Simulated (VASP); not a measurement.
# Mg16O17 (a cell with a defect) in VASP: single point with PBE

Aim: the single point of Mg16O17 (a cell with a defect) with PBE.

Program: VASP 6.6.1. These are calculated values, not measurements. Logs are shortened: lines on timing, memory, paths and dates and some standing lists are left out, and cuts for length are marked.

### Step 1. The cell of the first run

The cell holds a defect, 33 atoms: a = 7.369 Å, b = 7.369 Å, c = 7.369 Å, α = 109.47°, β = 109.47°, γ = 109.47°.

### Step 2. Single point, PBE

The input, INCAR:

```
SYSTEM = Mg16O17
PREC = Accurate
ENCUT = 520
EDIFF = 1E-7
ISMEAR = -1
SIGMA = 0.01
LREAL = Auto
LASPH = .True.
NELM = 60
ALGO = Normal
ISIF = 2
LWAVE = .False.
LCHARG = .False.
GGA = PE
NBANDS = 89
```

The input, KPOINTS:

```
Automatic mesh
0
Gamma
  1 1 1
  0.25 0.25 0.25
```

The input, POSCAR:

```
Mg16O17
1.0
   -4.2543812300      4.2543812300      4.2543812300
    4.2543812300     -4.2543812300      4.2543812300
    4.2543812300      4.2543812300     -4.2543812300
Mg O
16 17
Direct
   -0.0004854995      0.0026349308      0.0049780447
   -0.0006481554      0.2472635721      0.7492170606
   -0.0008455989      0.5015265169      0.5038172143
   -0.0012033477      0.7565500894      0.2591220533
    0.2437813971      0.0020987776      0.7487829200
    0.2498065976      0.2523424540      0.5013108569
    0.2281751323      0.5050317270      0.2347263788
    0.2485583550      0.7514911869      0.0041077654
    0.4995627766      0.0022468602      0.5044643120
    0.5026843821      0.2300836355      0.2344744032
    0.4995713560      0.5020676062      0.0043397615
    0.4954311535      0.7739610820      0.7736877167
    0.7541493878      0.0013416757      0.2594701651
    0.7494165021      0.2523610231      0.0038845837
    0.7704340121      0.5003757033      0.7727650209
    0.7483641752      0.7509268275      0.5084634834
   -0.0009573660      0.0017387957      0.5041326539
   -0.0096907159      0.2502093589      0.2517313193
   -0.0011985292      0.5019674741      0.0039307714
    0.0059136684      0.7527563532      0.7558691443
    0.2472596937     -0.0075419898      0.2513271478
    0.2399339516      0.2425225771     -0.0141451828
    0.2466316353      0.5025733202      0.7543356663
    0.2495267684      0.7513096094      0.5042522952
    0.4985252579      0.0015823688      0.0039428766
    0.4997448242      0.2500470556      0.7538361812
    0.4248521471      0.4266316068      0.3842416586
    0.4991227596      0.7536694120      0.2550825705
    0.7509716049      0.0104663869      0.7570777807
    0.7486458848      0.2525603471      0.5040784744
    0.7512765846      0.5014874983      0.2546466669
    0.7582613841      0.7612444266      0.0218189191
    0.5678777640      0.5731672523      0.6211412088
```

Potentials or basis: VASP PAW PBE potentials, release 64 (Mg, O).

The run is started by

```bash
cat potpaw_PBE.64/Mg/POTCAR potpaw_PBE.64/O/POTCAR > POTCAR
mpirun -np 1 vasp_std > vasp.out
```

OUTCAR:

```text
SYSTEM = Mg16O17
   PREC = Accurate
   ENCUT = 520
   EDIFF = 1E-7
   ISMEAR = -1
   LREAL = Auto
   LASPH = .True.
   NELM = 60
   ISIF = 2
   GGA = PE

 ion  position               nearest neighbor table
   1  1.000  0.003  0.005-  32 2.13  22 2.13  18 2.14  29 2.15  21 2.15  20 2.15   6 2.99  16 2.99
                            14 3.01  13 3.01   8 3.01   4 3.01   2 3.01   5 3.01  15 3.03   7 3.03
   2  0.999  0.247  0.749-  22 2.05  17 2.09  29 2.10  23 2.12  30 2.13  19 2.17  15 2.90   7 2.93
                             5 2.95  13 2.95  16 2.99   6 3.00   3 3.01   9 3.01  11 3.01   1 3.01
   3  0.999  0.502  0.504-  18 2.10  20 2.11  23 2.11  31 2.11  24 2.13  30 2.13  12 2.99  10 2.99
                            15 3.00   7 3.00   2 3.01   4 3.01   6 3.01  14 3.01  16 3.01  13 3.01
   4  0.999  0.757  0.259-  32 2.05  17 2.08  21 2.10  31 2.12  24 2.13  19 2.17   7 2.90  15 2.93
                            13 2.94   5 2.95   6 2.98  11 3.00   3 3.01  16 3.01   1 3.01   9 3.01
   5  0.244  0.002  0.749-  22 2.05  17 2.08  20 2.10  26 2.12  24 2.13  25 2.17  12 2.89  10 2.93
                             2 2.95   4 2.95  16 2.98   6 2.99  11 3.01   9 3.01   1 3.01   3 3.01
   6  0.250  0.252  0.501-  27 2.11  17 2.15  26 2.15  23 2.15  18 2.16  21 2.16  33 2.32  13 2.98
                             4 2.98   1 2.99   5 2.99   2 3.00   3 3.01   9 3.01  11 3.03   7 3.13
   7  0.228  0.505  0.235-  27 1.89  19 1.94  24 2.11  28 2.13  18 2.17  22 2.23   8 2.87  14 2.88
                             4 2.90   2 2.93   9 3.00   3 3.00  11 3.02   1 3.03   6 3.13  16 3.13
   8  0.249  0.751  0.004-  21 2.08  20 2.09  23 2.11  19 2.12  28 2.12  25 2.13   7 2.87  12 2.87
                            15 2.88  10 2.88   1 3.01   3 3.01   9 3.01  11 3.01   2 3.03   4 3.04
   9  0.500  0.002  0.504-  21 2.11  29 2.11  26 2.11  28 2.12  30 2.13  24 2.13   7 3.00  12 3.00
[... 10 lines left out ...]
                             7 2.88  15 2.89   9 3.00  11 3.01   1 3.01   3 3.01   4 3.03   2 3.04
  15  0.770  0.500  0.773-  33 1.89  19 1.95  30 2.11  26 2.14  20 2.15  32 2.22   8 2.88  14 2.89
                             2 2.90   4 2.93   3 3.00   9 3.00   1 3.03  11 3.03  16 3.10   6 3.14
  16  0.748  0.751  0.508-  33 2.12  20 2.14  28 2.15  29 2.15  17 2.15  31 2.15  27 2.35   5 2.98
                             2 2.99   1 2.99  13 3.00   4 3.01   9 3.01   3 3.01  11 3.03  15 3.10
  17  0.999  0.002  0.504-   5 2.08  13 2.08   4 2.08   2 2.09   6 2.15  16 2.15
  18  0.990  0.250  0.252-  14 2.09  13 2.10   3 2.10   1 2.14   6 2.16   7 2.17
  19  0.999  0.502  0.004-   7 1.94  15 1.95  14 2.12   8 2.12   4 2.17   2 2.17
  20  0.006  0.753  0.756-   8 2.09   5 2.10   3 2.11  16 2.14   1 2.15  15 2.15
  21  0.247  0.992  0.251-   8 2.08   4 2.10   9 2.11   1 2.15   6 2.16  10 2.17
  22  0.240  0.243  0.986-   5 2.05   2 2.05   1 2.13  11 2.13   7 2.23  10 2.23
  23  0.247  0.503  0.754-   8 2.11   3 2.11   2 2.12  12 2.14  11 2.14   6 2.15
  24  0.250  0.751  0.504-  12 2.11   7 2.11   3 2.13   9 2.13   5 2.13   4 2.13
  25  0.499  0.002  0.004-  12 1.93  10 1.94   8 2.13  14 2.13   5 2.17  13 2.18
  26  0.500  0.250  0.754-   9 2.11  14 2.12   5 2.12  11 2.14  15 2.14   6 2.15
  27  0.425  0.427  0.384-  33 1.44  10 1.89   7 1.89   6 2.11  16 2.35
  28  0.499  0.754  0.255-   9 2.12  13 2.12   8 2.12   7 2.13  11 2.14  16 2.15
  29  0.751  0.010  0.757-  14 2.09   2 2.10   9 2.11   1 2.15  16 2.15  12 2.17
  30  0.749  0.253  0.504-  10 2.11  15 2.11   3 2.13   9 2.13   2 2.13  13 2.13
[... 200 lines left out ...]
  Thomas-Fermi vector in A             =   2.374910
   LORBIT       =      0    0 simple, 1 ext, 2 COOP (PROOUT), +10 PAW based schemes
   GGA     = PE    functional components
   LHFCALC =     F    Hartree Fock is set to
   AEXX    =    0.0000 exact exchange contribution
   IVDW    =     0    specifies the selected vdW correction
   LEPSILON=     F    determine dielectric tensor
   LRPA    =     F    only Hartree local field effects (RPA)
 non-spin polarized calculation
  energy-cutoff  :      520.00
  volume of cell :      308.01
 maximum number of plane-waves:      8280
 NGX is ok and might be reduce to    54
   NGX = 27   NGY = 27   NGZ = 27

 number of electron     133.9999995 magnetization

 Free energy of the ion-electron system (eV)
  ---------------------------------------------------
  ext. energy  EPLUGINS =         0.00000000
  ---------------------------------------------------
  free energy    TOTEN  =      -192.75268692 eV

  energy without entropy =     -192.75268692  energy(sigma->0) =     -192.75268692

 E-fermi :   3.8512     XC(G=0): -11.0569

 val. band max:        3.5053202167   @ k =   0.2500   0.2500   0.2500
 cond. band min:       8.7543786109   @ k =   0.2500   0.2500   0.2500
 fundamental gap:      5.2490583942
 Fermi energy:         3.8512183217

 k-point     1 :       0.2500    0.2500    0.2500
  band No.  band energies     occupation
      1     -18.1720      2.00000
      2     -13.6175      2.00000
      3     -13.6039      2.00000
      4     -13.4149      2.00000
      5     -13.0805      2.00000
      6     -12.9316      2.00000
[... 71 lines left out ...]
     78      12.6508      0.00000
     79      12.7336      0.00000
 [bands above 79 left out]

------------------------ aborting loop because EDIFF is reached ----------------------------------------

  FORCE on cell =-STRESS in cart. coord.  units (eV):
  Direction    XX          YY          ZZ          XY          YZ          ZX
  --------------------------------------------------------------------------------------
  -------------------------------------------------------------------------------------
  Total       15.5327378     14.9554394      5.9568107      0.8665698      1.5542583      1.5067980
  in kB       80.7959124     77.7930068     30.9852626      4.5075952      8.0847126      7.8378405
  external PRESSURE =      63.1913939 kB  Pullay stress =       0.0000000 kB

 VOLUME and BASIS-vectors are now :
 -----------------------------------------------------------------------------
  energy-cutoff  :      520.00
  volume of cell :      308.01
      direct lattice vectors                 reciprocal lattice vectors
    -4.254381230  4.254381230  4.254381230     0.000000000  0.117525904  0.117525904
     4.254381230 -4.254381230  4.254381230     0.117525904  0.000000000  0.117525904
     4.254381230  4.254381230 -4.254381230     0.117525904  0.117525904  0.000000000

 POSITION                                       TOTAL-FORCE (eV/Angst)
 -----------------------------------------------------------------------------------
     -4.21993      4.26228      4.24235        -0.011490     -0.005129     -0.002918
     -0.01222      6.38713      2.11612         0.014074     -0.011905     -0.006638
      0.02633      4.26053      4.24104         0.012269     -0.004774     -0.001378
      0.07179      2.13301      6.36551        -0.013342      0.005364      0.001106
      2.15740      4.21382     -2.13954        -0.007999      0.026074     -0.007402
      2.14356      2.12198      0.00357         0.000472     -0.009566     -0.074439
[... 25 lines left out ...]
      0.10552      0.08013      6.37173        -0.033464     -0.032629     -0.017905
      2.66507      2.62007      2.21187         0.057952      0.227745      0.283786
 -----------------------------------------------------------------------------------
    total drift:                                0.001168     -0.009081     -0.001522

  FREE ENERGIE OF THE ION-ELECTRON SYSTEM (eV)
  ---------------------------------------------------
  free  energy   TOTEN  =      -192.7526869225 eV

  energy  without entropy=     -192.7526869225  energy(sigma->0) =     -192.75268692
```

stdout:

```text
POSCAR found type information on POSCAR MgO
 POSCAR found :  2 types and      33 ions
 scaLAPACK will be used
 LDA part: xc-table for (Slater+PW92), standard interpolation
 POSCAR, INCAR and KPOINTS ok, starting setup
 FFT: planning ... GRIDC
 FFT: planning ... GRID_SOFT
 FFT: planning ... GRID
 WAVECAR not read
 entering main loop
```

Wall time 3.7 min (1 thread of Intel Xeon 8259CL, shared host); peak memory 0.4 GiB.

Results:

| Item | Value |
| --- | --- |
| Free energy | -192.7527 eV |
| Pressure | 6.3 GPa |
| Largest force | 0.368 eV/Å |
| Band gap on the k mesh | 5.25 eV |

Forces in eV/Å, atoms in the order of the input:
```
Mg  -0.011 -0.005 -0.003
Mg   0.014 -0.012 -0.007
Mg   0.012 -0.005 -0.001
Mg  -0.013  0.005  0.001
Mg  -0.008  0.026 -0.007
Mg   0.000 -0.010 -0.074
Mg  -0.003  0.019 -0.012
Mg   0.000 -0.001  0.014
Mg  -0.006 -0.012 -0.010
Mg   0.065 -0.015 -0.006
Mg   0.002 -0.012 -0.010
Mg  -0.078  0.035  0.001
Mg   0.008 -0.030  0.005
Mg   0.002  0.007 -0.017
Mg   0.022  0.002 -0.050
Mg  -0.011 -0.039  0.105
O    0.008 -0.002  0.004
O   -0.014 -0.020 -0.002
O   -0.004 -0.003 -0.007
O    0.011  0.048  0.033
O   -0.004 -0.014  0.002
O    0.023  0.019 -0.005
O   -0.005  0.017  0.011
O    0.006 -0.010  0.004
O    0.003 -0.001  0.005
O    0.013 -0.002  0.003
O   -0.061 -0.137 -0.190
O   -0.004 -0.020 -0.017
O    0.016 -0.005 -0.001
O   -0.003  0.002 -0.017
O   -0.007 -0.022 -0.016
O   -0.033 -0.033 -0.018
O    0.058  0.228  0.284
```

Stress tensor (GPa, compression positive):
```
8.08 0.45 0.78
0.45 7.78 0.81
0.78 0.81 3.10
```

Caveat: the k points lie up to 1.04 Å⁻¹ apart, too coarse for converged energies, forces and pressures.
